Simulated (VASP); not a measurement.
Here is a VASP 6.6.1 calculation.

The input INCAR:

```
SYSTEM = TePb
PREC = Accurate
ENCUT = 500
EDIFF = 1E-6
ISMEAR = 0
SIGMA = 0.1
LREAL = .False.
LASPH = .True.
NELM = 120
ALGO = Normal
ISIF = 2
LWAVE = .False.
LCHARG = .False.
GGA = PE
NBANDS = 17
GGA_COMPAT = .False.
```

Contents of KPOINTS:

```
Automatic mesh
0
Gamma
  4 4 4
  0 0 0
```

The input POSCAR:

```
TePb
1.0
    0.0000000000      3.2708968051      3.2708968051
    3.2708968051      0.0000000000      3.2708968051
    3.2708968051      3.2708968051      0.0000000000
Te Pb
1 1
Direct
    0.0000000000      0.0000000000      0.0000000000
    0.5000000000      0.5000000000      0.5000000000
```

Potentials or basis: VASP PAW PBE potentials, release 64 (Te, Pb_d).

Run with:

```sh
$ cat potpaw_PBE.64/Te/POTCAR potpaw_PBE.64/Pb_d/POTCAR > POTCAR
$ mpirun -np 1 vasp_std > vasp.out
```

(1) Predict the pressure.

(2) Estimate the band gap on the k mesh.

Answers

(1) 0.4 GPa.

(2) 0.81 eV, direct.

Caveat: spin-orbit coupling is left out, which moves the levels of the heavy elements.
